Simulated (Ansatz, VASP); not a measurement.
## B in VASP and in Ansatz

```
B
1.0
     0.00000    2.01657    2.01657
     2.01657    0.00000    2.01657
     2.01657    2.01657    0.00000
B
2
Direct
  0.12500 0.12500 0.12500
  0.87500 0.87500 0.87500
```

Alike in both runs: task single point; functional BLYP; k mesh 15 × 15 × 15; occupations fermi-dirac, width 0.1 eV; no spin polarisation.

```csv
,VASP,Ansatz
version,VASP 6.6.1,Ansatz 0.2.0
potentials or method,"VASP PAW PBE potentials, release 64 (B), cutoff 520 eV","plane waves (420 eV) with PAW, scalar-relativistic"
valence electrons in the cell,6,6
```

|  | VASP | Ansatz | Ansatz less VASP |
| --- | --- | --- | --- |
| pressure (GPa) | 7.2 | 7.1 | -0.04 |

VASP's potentials were made for PBE, not for BLYP.
